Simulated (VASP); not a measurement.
Ta:

```
Ta
1.0
     3.30000    0.00000    0.00000
     0.00000    3.30000    0.00000
     0.00000    0.00000    3.30000
Ta
2
Direct
  0.00000 0.00000 0.00000
  0.50000 0.50000 0.50000
```

```yaml
Program: VASP 6.6.1
Task: relaxation of cell and atoms
Functional: PBEsol
Potentials_or_basis: VASP PAW PBE potentials, release 64 (Ta_pv)
Cutoff: 500 eV
k_mesh: 6 × 6 × 6
Occupations: fermi-dirac, width 0.05 eV
Spin: no spin polarisation
```

At the start: pressure -3.5 GPa; volume 17.97 Å³/atom.

Task: How do energy, volume and symmetry change on relaxing?

Result: Over 3 steps the energy falls by 3.6 meV/atom and the volume is 17.64 Å³/atom (-1.8 %); space group Im-3m (No. 229, to 0.05 Å).

The path:
```csv
step,energy change (eV),largest force (eV/Å),pressure (GPa),volume (Å³)
1,0.0000,0.0000,-3.47,35.94
2,0.0245,0.0000,7.88,33.95
3,-0.0072,0.0000,-0.04,35.29
```

Final structure:
```
CELL_PARAMETERS angstrom
3.27993 0.00000 0.00000
0.00000 3.27993 0.00000
0.00000 0.00000 3.27993
ATOMIC_POSITIONS crystal
Ta 0.00000 0.00000 0.00000
Ta 0.50000 0.50000 0.50000
```

Caveat: the PAW data sets were made with another functional, which shifts forces and pressure a little.
